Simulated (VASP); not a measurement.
# Bi3PbN (P1) in VASP: single point with r2SCAN

Aim: the single point of Bi3PbN with r2SCAN.

Everything below comes from runs of VASP 6.6.1. Logs are shortened: lines on timing, memory, paths and dates and some standing lists are left out, and cuts for length are marked.

### Step 1. The cell of the first run

The typed cell holds 5 atoms: a = 5.218 Å, b = 5.264 Å, c = 5.348 Å, α = 89.14°, β = 89.18°, γ = 92.41°.

### Step 2. Single point, r2SCAN

POSCAR reads:

```
Bi3PbN
1.0
    5.2168329100     -0.1104575500      0.0384483300
   -0.1104575500      5.2622732200      0.0403576100
    0.0384483300      0.0403576100      5.3482080200
Pb N Bi
1 1 3
Direct
    0.5101680000      0.5112480000      0.5284830000
    0.0391150000      0.0165880000      0.9860240000
    0.0077130000      0.4938870000      0.5103930000
    0.5472740000      0.0096050000      0.5322620000
    0.4760750000      0.5017240000      0.9910240000
```

INCAR.step1 reads:

```
PREC = Accurate
ENCUT = 520
ISMEAR = -1
SIGMA = 0.1
LREAL = False
LASPH = True
NELM = 100
NBANDS = 40
GGA = PE
ALGO = Normal
EDIFF = 1E-4
LWAVE = True
LCHARG = False
```

INCAR.step2 reads:

```
PREC = Accurate
ENCUT = 520
EDIFF = 1E-7
ISMEAR = -1
SIGMA = 0.1
LREAL = False
LASPH = True
NELM = 100
ALGO = Normal
ISIF = 2
LWAVE = False
LCHARG = False
METAGGA = R2SCAN
LMIXTAU = True
NBANDS = 40
ISTART = 1
```

KPOINTS reads:

```
Automatic mesh
0
Gamma
  4 4 4
  0 0 0.5
```

Potentials or basis: VASP PAW PBE potentials, release 64 (Pb_d, N, Bi_d).

Run with:

```console
cat potpaw_PBE.64/Pb_d/POTCAR potpaw_PBE.64/N/POTCAR potpaw_PBE.64/Bi_d/POTCAR > POTCAR
cp INCAR.step1 INCAR
mpirun -np 1 vasp_std > vasp.out
cp INCAR.step2 INCAR
mpirun -np 1 vasp_std > vasp.out
```

OUTCAR:

```text
PREC = Accurate
   ENCUT = 520
   EDIFF = 1E-7
   ISMEAR = -1
   LREAL = False
   LASPH = True
   NELM = 100
   ISIF = 2
   METAGGA = R2SCAN
   ISTART = 1

 ion  position               nearest neighbor table
   1  0.510  0.511  0.528-   5 2.48   3 2.60   4 2.62   3 2.62   4 2.66   5 2.88
   2  0.039  0.017  0.986-
   3  0.008  0.494  0.510-   1 2.60   1 2.62   4 3.43   5 3.57   5 3.67   4 3.70   5 3.76   4 3.83
                             4 3.88
   4  0.547  0.010  0.532-   1 2.62   1 2.66   3 3.43   5 3.61   5 3.62   3 3.70   3 3.83   3 3.88
                             5 3.89
   5  0.476  0.502  0.991-   1 2.48   1 2.88   3 3.57   4 3.61   4 3.62   3 3.67   3 3.76   4 3.89

  LATTYP: Found a triclinic cell.
 ALAT       =     5.3484984842
 B/A-ratio  =     1.3924292427
 C/A-ratio  =     3.0083010512
 COS(alpha) =     0.0020402490
 COS(beta)  =     0.6700118321
 COS(gamma) =     0.7075255909

  Lattice vectors:

 A1 = (  -0.0384483300,  -0.0403576100,  -5.3482080200)
 A2 = (  -0.1489058800,   5.2219156100,  -5.3078504100)
 A3 = (   5.3608513500, -10.7157192100, -10.7386829300)

Analysis of symmetry for initial positions (statically):
=====================================================================
 Subroutine PRICEL returns:
 Original cell was already a primitive cell.

 Routine SETGRP: Setting up the symmetry group for a
 triclinic supercell.

 Subroutine GETGRP returns: Found  1 space group operations
 (whereof  1 operations were pure point group operations)
 out of a pool of  2 trial point group operations.

The static configuration has the point symmetry C_1 .

Analysis of symmetry for dynamics (positions and initial velocities):
=====================================================================
 Subroutine PRICEL returns:
 Original cell was already a primitive cell.

 Routine SETGRP: Setting up the symmetry group for a
 triclinic supercell.

 Subroutine GETGRP returns: Found  1 space group operations
 (whereof  1 operations were pure point group operations)
 out of a pool of  2 trial point group operations.

The dynamic configuration has the point symmetry C_1 .

 Subroutine INISYM returns: Found  1 space group operations
 (whereof  1 operations are pure point group operations),
 and found     1 'primitive' translations

----------------------------------------------------------------------------------------

                                     Primitive cell

  volume of cell :     146.7393

  direct lattice vectors                    reciprocal lattice vectors
     5.216832910 -0.110457550  0.038448330     0.191783032  0.004036422 -0.001409189
    -0.110457550  5.262273220  0.040357610     0.004036422  0.190127894 -0.001463724
     0.038448330  0.040357610  5.348208020    -0.001409189 -0.001463724  0.186999692

  length of vectors
     5.218143804  5.263587090  5.348498484     0.191830680  0.190176369  0.187010730

  position of ions in fractional coordinates (direct lattice)
     0.510168000  0.511248000  0.528483000
     0.039115000  0.016588000  0.986024000
     0.007713000  0.493887000  0.510393000
     0.547274000  0.009605000  0.532262000
     0.476075000  0.501724000  0.991024000

  ion indices of the primitive-cell ions
   primitive index   ion index
                 1           1
                 2           2
                 3           3
                 4           4
                 5           5

----------------------------------------------------------------------------------------

 KPOINTS: Automatic mesh

Automatic generation of k-mesh.
 Grid dimensions read from file:
 generate k-points for:    4    4    4

 Generating k-lattice:

  Cartesian coordinates                     Fractional coordinates (reciprocal lattice)
     0.047945758  0.001009105 -0.000352297     0.250000000  0.000000000  0.000000000
     0.001009105  0.047531974 -0.000365931     0.000000000  0.250000000  0.000000000
    -0.000352297 -0.000365931  0.046749923    -0.000000000 -0.000000000  0.250000000

  Length of vectors
     0.047957670  0.047544092  0.046752683

  Shift w.r.t. Gamma in fractional coordinates (k-lattice)
     0.000000000  0.000000000  0.500000000

 Subroutine IBZKPT returns following result:
 ===========================================

 Found     32 irreducible k-points:

 Following reciprocal coordinates:
            Coordinates               Weight
 -0.000000 -0.000000  0.125000      2.000000
  0.250000  0.000000  0.125000      2.000000
  0.500000  0.000000  0.125000      2.000000
 -0.250000 -0.000000  0.125000      2.000000
 -0.000000  0.250000  0.125000      2.000000
  0.250000  0.250000  0.125000      2.000000
[... 16 lines left out ...]
  0.500000  0.250000  0.375000      2.000000
 -0.250000  0.250000  0.375000      2.000000
 [... further k-points ...]
   k-points           NKPTS =     32   k-points in BZ     NKDIM =     32   number of bands    NBANDS=     40
   number of dos      NEDOS =    301   number of ions     NIONS =      5
   total plane-waves  NPLWV =  64000
   dimension x,y,z NGX =    40 NGY =   40 NGZ =   40
   dimension x,y,z NGXF=    80 NGYF=   80 NGZF=   80
   ions per type =               1   1   3
   NGX,Y,Z   is equivalent  to a cutoff of  12.74, 12.63, 12.43 a.u.
   NGXF,Y,Z  is equivalent  to a cutoff of  25.49, 25.27, 24.87 a.u.
 SYSTEM =  unknown system
   PREC   = accura    normal or accurate (medium, high low for compatibility)
   ISTART =      1    job   : 0-new  1-cont  2-samecut
   ICHARG =      0    charge: 1-file 2-atom 10-const
   ISPIN  =      1    spin polarized calculation?
   LNONCOLLINEAR =      F non collinear calculations
   LSORBIT =      F    spin-orbit coupling
   LASPH  =      T    aspherical Exc in radial PAW
   ENCUT  =  520.0 eV  38.22 Ry    6.18 a.u.   9.70  9.79  9.94*2*pi/ulx,y,z
   NELM   =    100;   NELMIN=  2; NELMDL=  0     # of ELM steps
   EDIFF  = 0.1E-06   stopping-criterion for ELM
   LREAL  =      F    real-space projection
   EDIFFG = 0.1E-05   stopping-criterion for IOM
   NSW    =      0    number of steps for IOM
   IBRION =     -1    ionic relax: 0-MD 1-quasi-New 2-CG
   NFREE  =      0    steps in history (QN), initial steepest desc. (CG)
   ISIF   =      2    stress and relaxation
   ISYM   =      2    0-nonsym 1-usesym 2-fastsym
   POTIM  = 0.5000    time-step for ionic-motion
   TEBEG  =    0.0;   TEEND  =   0.0 temperature during run
   PSTRESS=    0.0 pullay stress
   NELECT =      64.0000    total number of electrons
   NUPDOWN=      -1.0000    fix difference up-down
   EMIN   =  10.00;   EMAX   =-10.00  energy-range for DOS
   EFERMI =   0.00;   METHOD = LEGACY
   ISMEAR =    -1;   SIGMA  =   0.10  broadening in eV -4-tet -1-fermi 0-gaus
   EFERMI_NEDOS =   21; number of points for ismear=-14 and -15
   IALGO  =     38    algorithm
   IMIX   =      4    mixing-type and parameters
     AMIX     =   0.40;   BMIX     =  1.00
     AMIX_MAG =   1.60;   BMIX_MAG =  1.00
  volume/ion in A,a.u.               =      29.35       198.05
  Fermi-wavevector in a.u.,A,eV,Ry     =   1.241517  2.346127 20.971539  1.541365
  Thomas-Fermi vector in A             =   2.375911
   LORBIT       =      0    0 simple, 1 ext, 2 COOP (PROOUT), +10 PAW based schemes
   METAGGA = R2SCAN    functional components
   LHFCALC =     F    Hartree Fock is set to
   AEXX    =    0.0000 exact exchange contribution
   IVDW    =     0    specifies the selected vdW correction
   LEPSILON=     F    determine dielectric tensor
   LRPA    =     F    only Hartree local field effects (RPA)
 non-spin polarized calculation
  energy-cutoff  :      520.00
  volume of cell :      146.74
 maximum number of plane-waves:      3972
 NGX is ok and might be reduce to    40
   NGX = 19   NGY = 19   NGZ = 19

 number of electron      63.9999996 magnetization

 Free energy of the ion-electron system (eV)
  ---------------------------------------------------
  ext. energy  EPLUGINS =         0.00000000
  ---------------------------------------------------
  free energy    TOTEN  =      -227.55230839 eV

  energy without entropy =     -227.37102736  energy(sigma->0) =     -227.46166787

 E-fermi :   5.8389     XC(G=0): -10.2132

 val. band max:        5.8387725946   @ k =  -0.2500  -0.0000   0.1250
 cond. band min:       5.8409983724   @ k =   0.0000   0.0000   0.3750
 fundamental gap:      0.0022257778
 Fermi energy:         5.8389474254

 k-point     1 :      -0.0000   -0.0000    0.1250
  band No.  band energies     occupation
      1     -18.6013      2.00000
      2     -18.5731      2.00000
      3     -18.5398      2.00000
      4     -18.3051      2.00000
      5     -18.3029      2.00000
      6     -18.2893      2.00000
[... 32 lines left out ...]
     39      11.7747      0.00000
     40      11.9691      0.00000

 k-point     2 :       0.2500    0.0000    0.1250
  band No.  band energies     occupation
      1     -18.5743      2.00000
      2     -18.5468      2.00000
      3     -18.4945      2.00000
      4     -18.2961      2.00000
      5     -18.2745      2.00000
      6     -18.2631      2.00000
[... 32 lines left out ...]
     39      12.4368      0.00000
     40      12.6859      0.00000

 k-point     3 :       0.5000    0.0000    0.1250
  band No.  band energies     occupation
      1     -18.5745      2.00000
      2     -18.5436      2.00000
      3     -18.3933      2.00000
      4     -18.2949      2.00000
      5     -18.2242      2.00000
      6     -18.2105      2.00000
[... 32 lines left out ...]
     39      12.3866      0.00000
     40      12.9757      0.00000

 k-point     4 :      -0.2500   -0.0000    0.1250
  band No.  band energies     occupation
      1     -18.5757      2.00000
      2     -18.5463      2.00000
      3     -18.4941      2.00000
      4     -18.2972      2.00000
      5     -18.2729      2.00000
      6     -18.2608      2.00000
[... 32 lines left out ...]
     39      12.2852      0.00000
     40      12.6053      0.00000
[... 772 lines left out ...]
     39      12.5081      0.00000
     40      12.7338      0.00000

 k-point    23 :       0.5000    0.2500    0.3750
  band No.  band energies     occupation
      1     -18.4868      2.00000
      2     -18.4679      2.00000
      3     -18.3979      2.00000
      4     -18.2414      2.00000
      5     -18.2115      2.00000
      6     -18.1989      2.00000
[... 32 lines left out ...]
     39      11.2333      0.00000
     40      12.0264      0.00000

 k-point    24 :      -0.2500    0.2500    0.3750
  band No.  band energies     occupation
      1     -18.5110      2.00000
      2     -18.4801      2.00000
      3     -18.4611      2.00000
      4     -18.2539      2.00000
      5     -18.2398      2.00000
      6     -18.2282      2.00000
[... 32 lines left out ...]
     39      12.4831      0.00000
     40      12.7709      0.00000

 [... further k-points ...]

------------------------ aborting loop because EDIFF is reached ----------------------------------------

  FORCE on cell =-STRESS in cart. coord.  units (eV):
  Direction    XX          YY          ZZ          XY          YZ          ZX
  --------------------------------------------------------------------------------------
  -------------------------------------------------------------------------------------
  Total       18.7942343     15.8779776     20.4929993     -1.9695337      0.4188405     -0.5015155
  in kB      205.2054311    173.3641917    223.7534488    -21.5044150      4.5731230     -5.4758121
  external PRESSURE =     200.7743572 kB  Pullay stress =       0.0000000 kB

 VOLUME and BASIS-vectors are now :
 -----------------------------------------------------------------------------
  energy-cutoff  :      520.00
  volume of cell :      146.74
      direct lattice vectors                 reciprocal lattice vectors
     5.216832910 -0.110457550  0.038448330     0.191783032  0.004036422 -0.001409189
    -0.110457550  5.262273220  0.040357610     0.004036422  0.190127894 -0.001463724
     0.038448330  0.040357610  5.348208020    -0.001409189 -0.001463724  0.186999692

 POSITION                                       TOTAL-FORCE (eV/Angst)
 -----------------------------------------------------------------------------------
      2.62531      2.65530      2.86668        -0.310051      0.055471     -4.844545
      0.24014      0.12276      5.27563         0.421305      0.328611     -0.380861
      0.00531      2.61871      2.74992         0.358415     -0.573665     -0.296960
      2.87444      0.01157      2.86808         0.852776      0.590994      0.384212
      2.46629      2.62762      5.33876        -1.322446     -0.401411      5.138155
 -----------------------------------------------------------------------------------
    total drift:                               -0.000938      0.000119     -0.000207

  FREE ENERGIE OF THE ION-ELECTRON SYSTEM (eV)
  ---------------------------------------------------
  free  energy   TOTEN  =      -227.5523083883 eV

  energy  without entropy=     -227.3710273574  energy(sigma->0) =     -227.46166787
```

Wall time 6 min (1 thread of Intel Xeon 6975P-C (Granite Rapids), shared host); peak memory 0.37 GiB.

Results:

- Free energy: -227.5523 eV
- Pressure: 20.1 GPa
- Largest force: 5.321 eV/Å
- Band gap on the k mesh: zero (bands 32 and 33 overlap by 0.60 eV)

Forces on the atoms (eV/Å):
```
Pb  -0.310  0.055 -4.845
N    0.421  0.329 -0.381
Bi   0.358 -0.574 -0.297
Bi   0.853  0.591  0.384
Bi  -1.322 -0.401  5.138
```

Stress tensor (GPa, compression positive):
```
20.52 -2.15 -0.55
-2.15 17.34  0.46
-0.55  0.46 22.38
```

Levels at points of the mesh, in eV from the Fermi level:
| k point | band 29 | band 30 | band 31 | band 32 | band 33 | band 34 | band 35 | band 36 |
| --- | --- | --- | --- | --- | --- | --- | --- | --- |
| (0.00, 0.00, 0.12) | -1.07 | -0.98 | -0.74 | -0.12 | 0.12 | 0.54 | 1.24 | 1.29 |

Caveat: the cell stands under pressure; the PAW data sets were made with another functional, which shifts forces and pressure a little; spin-orbit coupling is left out, which moves the levels of the heavy elements.
